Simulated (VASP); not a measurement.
# CuF (P6_3mc) in VASP: settings compared, part 2 of 2

VASP 6.6.1. Earlier steps stand in the parts before.

### Step 4. Single point, r2SCAN (volume changed by +3%)

Contents of POSCAR:

```
CuF
1.0
    2.8173991639      0.0000000000      0.0000000000
   -1.4086995819      2.4399392486      0.0000000000
    0.0000000000      0.0000000000      6.7876726780
Cu F
2 2
Direct
    0.3333333333      0.6666666667      0.0459865600
    0.6666666667      0.3333333333      0.5459865600
    0.3333333333      0.6666666667      0.3290134400
    0.6666666667      0.3333333333      0.8290134400
```

Contents of INCAR.step1:

```
SYSTEM = CuF
PREC = Accurate ; ENCUT = 520
ISMEAR = -1 ; SIGMA = 0.02
LREAL = .False. ; LASPH = .True.
NELM = 60 ; NBANDS = 26
GGA = PE ; ALGO = Normal
EDIFF = 1E-4 ; LWAVE = .True.
LCHARG = .False.
```

Contents of INCAR.step2:

```
SYSTEM = CuF
PREC = Accurate ; ENCUT = 520
EDIFF = 1E-6 ; ISMEAR = -1
SIGMA = 0.02 ; LREAL = .False.
LASPH = .True. ; NELM = 60
ALGO = Normal ; ISIF = 2
LWAVE = .False. ; LCHARG = .False.
METAGGA = R2SCAN ; LMIXTAU = .True.
NBANDS = 26 ; ISTART = 1
```

Contents of KPOINTS:

```
Automatic mesh
0
Gamma
  9 9 4
  0 0 0
```

Potentials or basis: VASP PAW PBE potentials, release 64 (Cu, F).

Launch:

```
cat potpaw_PBE.64/Cu/POTCAR potpaw_PBE.64/F/POTCAR > POTCAR
cp INCAR.step1 INCAR
mpirun -np 1 vasp_std > vasp.out
cp INCAR.step2 INCAR
mpirun -np 1 vasp_std > vasp.out
```

OUTCAR:

```text
SYSTEM = CuF
   PREC = Accurate
   ENCUT = 520
   EDIFF = 1E-6
   ISMEAR = -1
   LREAL = .False.
   LASPH = .True.
   NELM = 60
   ISIF = 2
   METAGGA = R2SCAN
   ISTART = 1

 ion  position               nearest neighbor table
   1  0.333  0.667  0.046-   3 1.92   4 2.19   4 2.19   4 2.19
   2  0.667  0.333  0.546-   4 1.92   3 2.19   3 2.19   3 2.19
   3  0.333  0.667  0.329-   1 1.92   2 2.19   2 2.19   2 2.19
   4  0.667  0.333  0.829-   2 1.92   1 2.19   1 2.19   1 2.19

  LATTYP: Found a hexagonal cell.
 ALAT       =     2.8173991639
 C/A-ratio  =     2.4091980877

  Lattice vectors:

 A1 = (   2.8173991639,   0.0000000000,   0.0000000000)
 A2 = (  -1.4086995819,   2.4399392486,   0.0000000000)
 A3 = (   0.0000000000,   0.0000000000,   6.7876726780)

Analysis of symmetry for initial positions (statically):
=====================================================================
 Subroutine PRICEL returns:
 Original cell was already a primitive cell.

[... 171 lines left out ...]
  free energy    TOTEN  =       -32.19643433 eV

  energy without entropy =      -32.19643221  energy(sigma->0) =      -32.19643327

 E-fermi :   3.5930     XC(G=0): -11.5737

 val. band max:        3.3915018588   @ k =   0.4444   0.0000   0.0000
 cond. band min:       3.7341229504   @ k =   0.0000   0.0000   0.0000
 fundamental gap:      0.3426210916
 Fermi energy:         3.5930312218

 k-point     1 :       0.0000    0.0000    0.0000
  band No.  band energies     occupation
      1     -21.9851      2.00000
      2     -21.8667      2.00000
      3      -4.6482      2.00000
      4      -3.3068      2.00000
      5      -1.1013      2.00000
      6      -1.1013      2.00000
[... 685 lines left out ...]
     25      18.0608      0.00000
     26      18.8668      0.00000

 [... further k-points ...]

------------------------ aborting loop because EDIFF is reached ----------------------------------------

  FORCE on cell =-STRESS in cart. coord.  units (eV):
  Direction    XX          YY          ZZ          XY          YZ          ZX
  --------------------------------------------------------------------------------------
  -------------------------------------------------------------------------------------
  Total       -0.5510147     -0.5510147     -1.1373679     -0.0000000      0.0000000      0.0000000
  in kB      -18.9201880    -18.9201880    -39.0537974     -0.0000000      0.0000000      0.0000000
  external PRESSURE =     -25.6313912 kB  Pullay stress =       0.0000000 kB

 VOLUME and BASIS-vectors are now :
 -----------------------------------------------------------------------------
  energy-cutoff  :      520.00
  volume of cell :       46.66
      direct lattice vectors                 reciprocal lattice vectors
     2.817399164  0.000000000  0.000000000     0.354937281  0.204923135  0.000000000
    -1.408699582  2.439939249  0.000000000     0.000000000  0.409846270  0.000000000
     0.000000000  0.000000000  6.787672678     0.000000000  0.000000000  0.147325902

 POSITION                                       TOTAL-FORCE (eV/Angst)
 -----------------------------------------------------------------------------------
     -0.00000      1.62663      0.31214        -0.000000     -0.000000     -0.007347
      1.40870      0.81331      3.70598         0.000000      0.000000     -0.007347
     -0.00000      1.62663      2.23324        -0.000000      0.000000      0.007347
      1.40870      0.81331      5.62707        -0.000000      0.000000      0.007347
 -----------------------------------------------------------------------------------
    total drift:                                0.000000      0.000001      0.050076

  FREE ENERGIE OF THE ION-ELECTRON SYSTEM (eV)
  ---------------------------------------------------
  free  energy   TOTEN  =       -32.1964343343 eV

  energy  without entropy=      -32.1964322101  energy(sigma->0) =      -32.19643327
```

Wall time 75 s (1 thread of Intel Xeon 6975P-C (Granite Rapids), shared host); peak memory 0.18 GiB.

What came out:

```
Free energy            : -32.1964 eV
Pressure               : -2.6 GPa
Largest force          : 0.007 eV/Å
Band gap on the k mesh : 0.34 eV, indirect (least direct gap 0.73 eV)
```

Forces on the atoms (eV/Å):
```
Cu   0.000  0.000 -0.007
Cu   0.000  0.000 -0.007
F    0.000  0.000  0.007
F    0.000  0.000  0.007
```

Levels at points of the mesh, in eV from the valence-band top:
```tsv
k point	band 15	band 16	band 17	band 18	band 19	band 20	band 21	band 22
(0.00, 0.00, 0.00)	-0.88	-0.88	-0.39	-0.39	0.34	3.48	6.30	12.23
(0.00, 0.00, 0.50)	-0.62	-0.62	-0.62	-0.62	1.45	1.45	9.00	9.00
```

Caveat: the PAW data sets were made with another functional, which shifts forces and pressure a little. A k mesh can miss the band edges.

### Step 5. Single point, r2SCAN (volume changed by +6%)

Contents of POSCAR:

```
CuF
1.0
    2.8444912025      0.0000000000      0.0000000000
   -1.4222456012      2.4634016422      0.0000000000
    0.0000000000      0.0000000000      6.8529427654
Cu F
2 2
Direct
    0.3333333333      0.6666666667      0.0459865600
    0.6666666667      0.3333333333      0.5459865600
    0.3333333333      0.6666666667      0.3290134400
    0.6666666667      0.3333333333      0.8290134400
```

Contents of INCAR.step1:

```
PREC = Accurate
ENCUT = 520
ISMEAR = -1
SIGMA = 0.02
LREAL = F
LASPH = T
NELM = 80
NBANDS = 26
GGA = PE
ALGO = Normal
EDIFF = 1E-4
LWAVE = T
LCHARG = F
```

Contents of INCAR.step2:

```
PREC = Accurate
ENCUT = 520
EDIFF = 1E-6
ISMEAR = -1
SIGMA = 0.02
LREAL = F
LASPH = T
NELM = 80
ALGO = Normal
ISIF = 2
LWAVE = F
LCHARG = T
METAGGA = R2SCAN
LMIXTAU = T
LELF = T
LVHAR = T
NBANDS = 26
ISTART = 1
```

Contents of KPOINTS:

```
regular mesh
0
Gamma
  9 9 4
```

Launch:

```
cat potpaw_PBE.64/Cu/POTCAR potpaw_PBE.64/F/POTCAR > POTCAR
cp INCAR.step1 INCAR
mpirun -np 1 vasp_std > vasp.out
cp INCAR.step2 INCAR
mpirun -np 1 vasp_std > vasp.out
```

It took 96 s on 1 thread of Intel Xeon 6975P-C (Granite Rapids), shared host; peak memory 0.19 GiB.

Results (log left out):

| Property | Result |
| --- | --- |
| Free energy | -32.1653 eV |
| Pressure | -5.3 GPa |
| Band gap on the k mesh | 0.32 eV, indirect (least direct gap 0.69 eV) |

Stress tensor (GPa, compression positive):
```
-3.70  0.00  0.00
 0.00 -3.70  0.00
 0.00  0.00 -8.62
```

Levels at points of the mesh, in eV from the valence-band top:
```csv
k point,band 14,band 15,band 16,band 17,band 18,band 19,band 20,band 21,band 22,band 23
"(0.00, 0.00, 0.00)",-1.15,-0.84,-0.84,-0.37,-0.37,0.32,3.39,6.22,12.07,14.27
"(0.00, 0.00, 0.50)",-1.22,-0.59,-0.59,-0.59,-0.59,1.40,1.40,8.88,8.88,18.33
```

Caveat: the PAW data sets were made with another functional, which shifts forces and pressure a little. A k mesh can miss the band edges.

### Step 6. Overview

```tsv
level	cell	k mesh	gap on the mesh (eV)	pressure (GPa)	largest force (eV/Å)
PBE	a = 2.790, b = 2.790, c = 6.721 Å, angles 90.0, 90.0, 120.0°, 4 atoms	12 × 12 × 4	0.13	5.9	0.03
r2SCAN	a = 2.790, b = 2.790, c = 6.721 Å, angles 90.0, 90.0, 120.0°, 4 atoms	9 × 9 × 4	0.37	0.4	0.04
r2SCAN	a = 2.817, b = 2.817, c = 6.788 Å, angles 90.0, 90.0, 120.0°, 4 atoms	9 × 9 × 4	0.34	-2.6	0.01
r2SCAN	a = 2.844, b = 2.844, c = 6.853 Å, angles 90.0, 90.0, 120.0°, 4 atoms	9 × 9 × 4	0.32	-5.3	-
```

Alike in all rows: task single point; potentials or basis VASP PAW PBE potentials, release 64 (Cu, F); no spin polarisation; cutoff (eV) 520; smearing fermi-dirac 0.02 eV.

Caveats: the PAW data sets were made with another functional, which shifts forces and pressure a little (some runs).

Absolute energies hang on the potentials; compare differences alone.
